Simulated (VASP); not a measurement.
A run of VASP 6.6.1:

The input INCAR:

```
PREC = Accurate ; ENCUT = 520
EDIFF = 1E-6 ; ISMEAR = -1
SIGMA = 0.05 ; LREAL = False
LASPH = True ; NELM = 100
ALGO = Normal ; ISIF = 2
LWAVE = False ; LCHARG = True
LELF = True ; LVHAR = True
NBANDS = 16
```

Contents of KPOINTS:

```
regular mesh
0
Gamma
  7 7 7
```

File POSCAR:

```
HgTe
1.0
    0.0000000000      3.2423687753      3.2423687753
    3.2423687753      0.0000000000      3.2423687753
    3.2423687753      3.2423687753      0.0000000000
Hg Te
1 1
Direct
    0.0000000000      0.0000000000      0.0000000000
    0.5000000000      0.5000000000      0.5000000000
```

Potentials or basis: VASP PAW LDA potentials, release 64 (Hg, Te).

The run is started by

```bash
$ cat potpaw_LDA.64/Hg/POTCAR potpaw_LDA.64/Te/POTCAR > POTCAR
$ mpirun -np 1 vasp_std > vasp.out
```

Hardware: 1 thread of Intel(R) Xeon(R) Platinum 8259CL CPU @ 2.50GHz (Skylake/Cascade Lake) (shared host).

Problem. How long does it take, and how much memory?

Solution. Wall time 20 s on 1 thread of Intel(R) Xeon(R) Platinum 8259CL CPU @ 2.50GHz (Skylake/Cascade Lake), with other jobs on the host, peak memory 0.17 GiB. Counts: scf iterations 12, k points 20.
